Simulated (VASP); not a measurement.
# PmSb (P4/mmm) in VASP: single point with PBE

Aim: the single point of PmSb with PBE.

All numbers are computed with VASP 6.6.1; they aren't measurements. Logs are shortened: lines on timing, memory, paths and dates and some standing lists are left out, and cuts for length are marked.

## 1. The cell of the first run

The structure is tetragonal, space group P4/mmm (No. 123). Conventional cell: a = 4.134 Å, b = 4.134 Å, c = 3.430 Å, α = 90.00°, β = 90.00°, γ = 90.00°. Within 4.5 Å of Pm (site symmetry 4/mmm) lie 8 Sb at 3.39 Å and 6 Pm at 3.43 to 4.13 Å. Within 4.5 Å of Sb (site symmetry 4/mmm) lie 8 Pm at 3.39 Å and 6 Sb at 3.43 to 4.13 Å.

## 2. Single point, PBE, collinear spin, antiferromagnetic start

Contents of INCAR:

```
PREC = Accurate
ENCUT = 600
EDIFF = 1E-6
ISMEAR = 0
SIGMA = 0.05
LREAL = False
LASPH = True
NELM = 200
ALGO = Normal
ISIF = 2
LWAVE = False
LCHARG = True
ISPIN = 2
MAGMOM = 4 -4 0 0
LORBIT = 11
LMAXMIX = 6
GGA = PE
LELF = True
LVHAR = True
NBANDS = 32
GGA_COMPAT = False
```

Contents of KPOINTS:

```
regular mesh
0
Gamma
  8 8 5
```

Contents of POSCAR:

```
PmSb
1.0
    4.1341604871      0.0000000000      0.0000000000
    0.0000000000      4.1341604871      0.0000000000
    0.0000000000      0.0000000000      6.8600598179
Pm Sb
2 2
Direct
    0.0000000000      0.0000000000      0.0000000000
    0.0000000000      0.0000000000      0.5000000000
    0.5000000000      0.5000000000      0.2500000000
    0.5000000000      0.5000000000      0.7500000000
```

Potentials or basis: VASP PAW PBE potentials, release 64 (Pm, Sb).

Run with:

```console
$ cat potpaw_PBE.64/Pm/POTCAR potpaw_PBE.64/Sb/POTCAR > POTCAR
$ mpirun -np 1 vasp_std > vasp.out
```

OUTCAR:

```text
PREC = Accurate
   ENCUT = 600
   EDIFF = 1E-6
   ISMEAR = 0
   LREAL = False
   LASPH = True
   NELM = 200
   ISIF = 2
   ISPIN = 2
   LORBIT = 11
   GGA = PE

 ion  position               nearest neighbor table
   1  0.000  0.000  0.000-   3 3.39   4 3.39   3 3.39   4 3.39   3 3.39   4 3.39   3 3.39   4 3.39
                             2 3.43   2 3.43
   2  0.000  0.000  0.500-   3 3.39   4 3.39   3 3.39   4 3.39   3 3.39   4 3.39   3 3.39   4 3.39
                             1 3.43   1 3.43
   3  0.500  0.500  0.250-   1 3.39   2 3.39   1 3.39   2 3.39   1 3.39   2 3.39   1 3.39   2 3.39
                             4 3.43   4 3.43
   4  0.500  0.500  0.750-   1 3.39   2 3.39   1 3.39   2 3.39   1 3.39   2 3.39   1 3.39   2 3.39
                             3 3.43   3 3.43
[... 7 lines left out ...]
 A1 = (   4.1341604871,   0.0000000000,   0.0000000000)
 A2 = (   0.0000000000,   4.1341604871,   0.0000000000)
 A3 = (   0.0000000000,   0.0000000000,   6.8600598179)

Analysis of symmetry for initial positions (statically):
=====================================================================
 Subroutine PRICEL returns following result:

  LATTYP: Found a simple tetragonal cell.
 ALAT       =     4.1341604871
 C/A-ratio  =     0.8296799120
[... 12 lines left out ...]
 Subroutine GETGRP returns: Found 16 space group operations
 (whereof 16 operations were pure point group operations)
 out of a pool of 16 trial point group operations.

The static configuration has the point symmetry D_4h.

Analysis of symmetry for dynamics (positions and initial velocities):
=====================================================================
 Subroutine PRICEL returns following result:

  LATTYP: Found a simple tetragonal cell.
 ALAT       =     4.1341604871
 C/A-ratio  =     0.8296799120
[... 12 lines left out ...]
 Subroutine GETGRP returns: Found 16 space group operations
 (whereof 16 operations were pure point group operations)
 out of a pool of 16 trial point group operations.

The dynamic configuration has the point symmetry D_4h.

Analysis of structural, dynamic, and magnetic symmetry:
=====================================================================
 Subroutine PRICEL returns following result:

  LATTYP: Found a simple tetragonal cell.
 ALAT       =     4.1341604871
 C/A-ratio  =     0.8296799120
[... 12 lines left out ...]
 Subroutine GETGRP returns: Found 16 space group operations
 (whereof 16 operations were pure point group operations)
 out of a pool of 16 trial point group operations.

The overall configuration has the point symmetry D_4h.

 Subroutine INISYM returns: Found 16 space group operations
 (whereof 16 operations are pure point group operations),
 and found     2 'primitive' translations

[... 131 lines left out ...]
   NGX = 17   NGY = 17   NGZ = 27

 number of electron      40.0000002 magnetization      -0.0000000

 number of electron      40.0000002 magnetization       0.0000000

 Free energy of the ion-electron system (eV)
  ---------------------------------------------------
  ext. energy  EPLUGINS =         0.00000000
  ---------------------------------------------------
  free energy    TOTEN  =       -27.53017203 eV

  energy without entropy =      -27.50726611  energy(sigma->0) =      -27.51871907

 E-fermi :   7.2755     XC(G=0): -10.1338

 val. band max:        7.2748905488   @ k =   0.5000   0.1250   0.2000
 cond. band min:       7.2756998679   @ k =   0.3750   0.3750   0.0000
 fundamental gap:      0.0008093192
 Fermi energy:         7.2754510174

 spin component 1

 k-point     1 :       0.0000    0.0000    0.0000
  band No.  band energies     occupation
      1     -31.4719      1.00000
      2     -29.3812      1.00000
      3     -12.2644      1.00000
      4     -11.7698      1.00000
      5     -11.7698      1.00000
      6     -10.5369      1.00000
[... 829 lines left out ...]
     31      10.2778      0.00000
     32      10.3846      0.00000

 [... further k-points ...]

 spin component 2

 k-point     1 :       0.0000    0.0000    0.0000
  band No.  band energies     occupation
      1     -31.4719      1.00000
      2     -29.3812      1.00000
      3     -12.2644      1.00000
      4     -11.7698      1.00000
      5     -11.7698      1.00000
      6     -10.5369      1.00000
[... 829 lines left out ...]
     31      10.2778      0.00000
     32      10.3846      0.00000

 [... further k-points ...]

------------------------ aborting loop because EDIFF is reached ----------------------------------------

  FORCE on cell =-STRESS in cart. coord.  units (eV):
  Direction    XX          YY          ZZ          XY          YZ          ZX
  --------------------------------------------------------------------------------------
  -------------------------------------------------------------------------------------
  Total       -0.5941120     -0.5941120      1.1740956      0.0000000      0.0000000      0.0000000
  in kB       -8.1185108     -8.1185108     16.0439571      0.0000000      0.0000000      0.0000000
  external PRESSURE =      -0.0643549 kB  Pullay stress =       0.0000000 kB

 VOLUME and BASIS-vectors are now :
 -----------------------------------------------------------------------------
  energy-cutoff  :      600.00
  volume of cell :      117.25
      direct lattice vectors                 reciprocal lattice vectors
     4.134160487  0.000000000  0.000000000     0.241887078  0.000000000  0.000000000
     0.000000000  4.134160487  0.000000000     0.000000000  0.241887078  0.000000000
     0.000000000  0.000000000  6.860059818     0.000000000  0.000000000  0.145771324

 POSITION                                       TOTAL-FORCE (eV/Angst)
 -----------------------------------------------------------------------------------
      0.00000      0.00000      0.00000         0.000000      0.000000     -0.000000
      0.00000      0.00000      3.43003         0.000000      0.000000      0.000000
      2.06708      2.06708      1.71501        -0.000000     -0.000000     -0.000000
      2.06708      2.06708      5.14504        -0.000000     -0.000000     -0.000000
 -----------------------------------------------------------------------------------
    total drift:                                0.000000     -0.000000      0.000000

  FREE ENERGIE OF THE ION-ELECTRON SYSTEM (eV)
  ---------------------------------------------------
  free  energy   TOTEN  =       -27.5301720302 eV

  energy  without entropy=      -27.5072661135  energy(sigma->0) =      -27.51871907

 total charge

# of ion       s       p       d       f       tot
--------------------------------------------------
    1        2.008   5.532   0.428   4.425  12.393
    2        2.008   5.532   0.428   4.425  12.393
    3        1.144   1.310   0.019   0.000   2.474
    4        1.144   1.310   0.019   0.000   2.474
--------------------------------------------------
tot          6.305  13.684   0.896   8.849  29.734

 magnetization (x)

# of ion       s       p       d       f       tot
--------------------------------------------------
    1       -0.014   0.011   0.090   4.366   4.453
    2        0.014  -0.011  -0.090  -4.366  -4.453
    3        0.000   0.000   0.000   0.000   0.000
    4        0.000   0.000   0.000   0.000   0.000
--------------------------------------------------
tot          0.000   0.000   0.000   0.000   0.000
```

stdout:

```text
POSCAR found type information on POSCAR PmSb
 POSCAR found :  2 types and       4 ions
 scaLAPACK will be used
 LDA part: xc-table for (Slater+PW92), standard interpolation
 POSCAR, INCAR and KPOINTS ok, starting setup
 FFT: planning ... GRIDC
 FFT: planning ... GRID_SOFT
 FFT: planning ... GRID
 WAVECAR not read
 entering main loop
```

It took 24 min on 1 thread of Intel Xeon 8259CL, shared host; peak memory 0.53 GiB.

What came out:

| Property | Result |
| --- | --- |
| Free energy | -27.5302 eV |
| Pressure | 0.0 GPa |
| Band gap on the k mesh | zero (filled and empty bands overlap) |
| Net moment | 0.00 μB per cell |
| Site moments | Pm +4.45, -4.45; Sb +0.00 μB |
| Valence electrons inside the program's atomic spheres | Pm 12.39; Sb 2.47 |

Stress tensor (GPa, compression positive):
```
-0.81  0.00  0.00
 0.00 -0.81  0.00
 0.00  0.00  1.60
```

Caveat: the magnetic or orbital state may not be the lowest; spin-orbit coupling is left out, which moves the levels of the heavy elements; semilocal functionals describe open f shells poorly, which spoils levels, moments and volumes. The state reached can hang on the start; a lower one may exist.
